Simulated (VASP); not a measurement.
A run of VASP 6.6.1:

Contents of INCAR:

```
PREC = Accurate ; ENCUT = 520
EDIFF = 1E-6 ; ISMEAR = 0
SIGMA = 0.05 ; LREAL = F
LASPH = T ; NELM = 80
ALGO = Normal ; ISIF = 2
LWAVE = F ; LCHARG = F
GGA = PE ; NBANDS = 22
```

Contents of KPOINTS:

```
regular mesh
0
Gamma
  12 12 12
```

The input POSCAR:

```
Bi
1.0
    2.2675000000      1.3091417354      3.9380000000
   -2.2675000000      1.3091417354      3.9380000000
    0.0000000000     -2.6182834708      3.9380000000
Bi
2
Direct
    0.2340000000      0.2340000000      0.2340000000
    0.7660000000      0.7660000000      0.7660000000
```

Potentials or basis: VASP PAW PBE potentials, release 64 (Bi_d).

The run is started by

```sh
$ cat potpaw_PBE.64/Bi_d/POTCAR > POTCAR
$ mpirun -np 1 vasp_std > vasp.out
```

Hardware: 1 thread of Intel(R) Xeon(R) Platinum 8259CL CPU @ 2.50GHz (Skylake/Cascade Lake), on a shared host.

Q: Estimate the wall time of this run.

A: Wall time 3.1 min on 1 thread of Intel(R) Xeon(R) Platinum 8259CL CPU @ 2.50GHz (Skylake/Cascade Lake) (shared host), peak memory 0.36 GiB. Counts: scf iterations 11, k points 189.
